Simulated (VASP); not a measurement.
Here is a VASP 6.6.1 calculation.

Contents of INCAR:

```
PREC = Accurate ; ENCUT = 600
EDIFF = 1E-6 ; ISMEAR = -1
SIGMA = 0.05 ; LREAL = False
LASPH = True ; NELM = 150
ALGO = Normal ; ISIF = 3
LWAVE = False ; LCHARG = False
LMAXMIX = 4 ; LDAU = True
LDAUTYPE = 2 ; LDAUL = 2 -1
LDAUU = 3 0 ; LDAUJ = 0 0
LDAUPRINT = 1 ; GGA = PS
IBRION = 2 ; NSW = 60
EDIFFG = -0.01
```

File KPOINTS:

```
Automatic mesh
0
Gamma
  10 10 10
```

The input POSCAR:

```
WC
1.0
    0.0000000000      2.1926840000      2.1926840000
    2.1926840000      0.0000000000      2.1926840000
    2.1926840000      2.1926840000      0.0000000000
W C
1 1
Direct
    0.0000000000      0.0000000000      0.0000000000
    0.5000000000      0.5000000000      0.5000000000
```

Potentials or basis: VASP PAW PBE potentials, release 64 (W_sv, C).

Launch:

```bash
$ cat potpaw_PBE.64/W_sv/POTCAR potpaw_PBE.64/C/POTCAR > POTCAR
$ mpirun -np 1 vasp_std > vasp.out
```

Q: What does it give for the relaxed volume?

A: 10.44 Å³/atom.

Q: What does it give for the space group after relaxing (to 0.05 Å)?

A: Fm-3m (No. 225).

Q: Predict the relaxed cell.

A: a = 3.090 Å, b = 3.090 Å, c = 3.090 Å, α = 60.00°, β = 60.00°, γ = 60.00°.

Final structure:
```xyz
2
Lattice="0.0000 2.1853 2.1853 2.1853 0.0000 2.1853 2.1853 2.1853 0.0000" Properties=species:S:1:pos:R:3 pbc="T T T"
W     0.0000    0.0000    0.0000
C     2.1853    2.1853    2.1853
```

Caveat: the PAW data sets were made with another functional, which shifts forces and pressure a little; the U is typed as a test and isn't derived for this compound.
